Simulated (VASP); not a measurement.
A run of VASP 6.6.1:

Contents of INCAR:

```
ALGO = Normal
EDIFF = 1E-7
ENCUT = 520
ISIF = 2
ISMEAR = -1
LASPH = T
LCHARG = F
LREAL = F
LWAVE = F
NBANDS = 14
NELM = 100
PREC = Accurate
SIGMA = 0.05
```

The input KPOINTS:

```
k-points
0
Gamma
  12 12 12
```

File POSCAR:

```
PIr
1.0
    0.0000000000      2.5856518910      2.5856518910
    2.5856518910      0.0000000000      2.5856518910
    2.5856518910      2.5856518910      0.0000000000
Ir P
1 1
Direct
    0.0000000000      0.0000000000      0.0000000000
    0.2500000000      0.2500000000      0.2500000000
```

Potentials or basis: VASP PAW LDA potentials, release 64 (Ir, P).

Command:

```console
$ cat potpaw_LDA.64/Ir/POTCAR potpaw_LDA.64/P/POTCAR > POTCAR
$ mpirun -np 1 vasp_std > vasp.out
```

Hardware: 1 thread of Intel(R) Xeon(R) 6975P-C (Granite Rapids) (shared host).

Task: Estimate the wall time of this run.

Result: Run time: 17 s on 1 thread of Intel(R) Xeon(R) 6975P-C (Granite Rapids) (shared host), peak memory 0.16 GiB. Counts: scf iterations 13, k points 72.
